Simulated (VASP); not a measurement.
Wanted: the native input for a VASP 6.6.1 run.

```
Task                   : single point
Functional             : r2SCAN
Potentials or basis    : VASP PAW PBE potentials, release 64 (Ru_sv)
Cutoff                 : 620 eV
k mesh                 : 20 × 20 × 12
Occupations            : fermi-dirac, width 0.05 eV
Spin                   : no spin polarisation
Dipole correction      : no
Further INCAR settings : ALGO = Normal; EDIFF = 1e-06; NBANDS = 23
```

Ru:

```xyz
2
Lattice="2.6992 0.0000 0.0000 -1.3496 2.3376 0.0000 0.0000 0.0000 4.2525" Properties=species:S:1:pos:R:3 pbc="T T T"
Ru    0.0000    1.5584    1.0631
Ru    1.3496    0.7792    3.1894
```

The input as run:

POSCAR

```
Ru
1.0
    2.6991963115      0.0000000000      0.0000000000
   -1.3495981557      2.3375725755      0.0000000000
    0.0000000000      0.0000000000      4.2524777609
Ru
2
Direct
    0.3333333333      0.6666666667      0.2500000000
    0.6666666667      0.3333333333      0.7500000000
```

INCAR.step1

```
PREC     = Accurate       # precision mode
ENCUT    = 620            # plane-wave cutoff, eV
ISMEAR   = -1             # smearing method
SIGMA    = 0.05           # smearing width, eV
LREAL    = False          # projectors in reciprocal space
LASPH    = True           # aspherical terms in the spheres
NELM     = 120            # most SCF steps
NBANDS   = 23             # bands
GGA      = PE             # functional
ALGO     = Normal         # electronic algorithm
EDIFF    = 1E-5           # SCF threshold, eV
LWAVE    = True           # write WAVECAR
LCHARG   = False          # write CHGCAR
GGA_COMPAT= False
```

INCAR.step2

```
PREC     = Accurate       # precision mode
ENCUT    = 620            # plane-wave cutoff, eV
EDIFF    = 1E-6           # SCF threshold, eV
ISMEAR   = -1             # smearing method
SIGMA    = 0.05           # smearing width, eV
LREAL    = False          # projectors in reciprocal space
LASPH    = True           # aspherical terms in the spheres
NELM     = 120            # most SCF steps
ALGO     = Normal         # electronic algorithm
ISIF     = 2              # what is computed and relaxed
LWAVE    = False          # write WAVECAR
LCHARG   = True           # write CHGCAR
METAGGA  = R2SCAN         # meta-GGA
LMIXTAU  = True         
LELF     = True           # ELF
LVHAR    = True         
NBANDS   = 23             # bands
ISTART   = 1            
GGA_COMPAT= False
```

KPOINTS

```
regular mesh
0
Gamma
  20 20 12
```

Potentials or basis: VASP PAW PBE potentials, release 64 (Ru_sv).

Command:

```bash
$ cat potpaw_PBE.64/Ru_sv/POTCAR > POTCAR
$ cp INCAR.step1 INCAR
$ mpirun -np 1 vasp_std > vasp.out
$ cp INCAR.step2 INCAR
$ mpirun -np 1 vasp_std > vasp.out
```

Results of the run:

```yaml
Pressure: 2.1 GPa
Band_gap_on_the_k_mesh: zero (bands 16 and 17 overlap by 3.44 eV)
```

Caveat: the PAW data sets were made with another functional, which shifts forces and pressure a little.

It took 3.7 min on 1 thread of Intel(R) Xeon(R) 6975P-C (Granite Rapids), with other jobs on the host, peak memory 0.3 GiB.
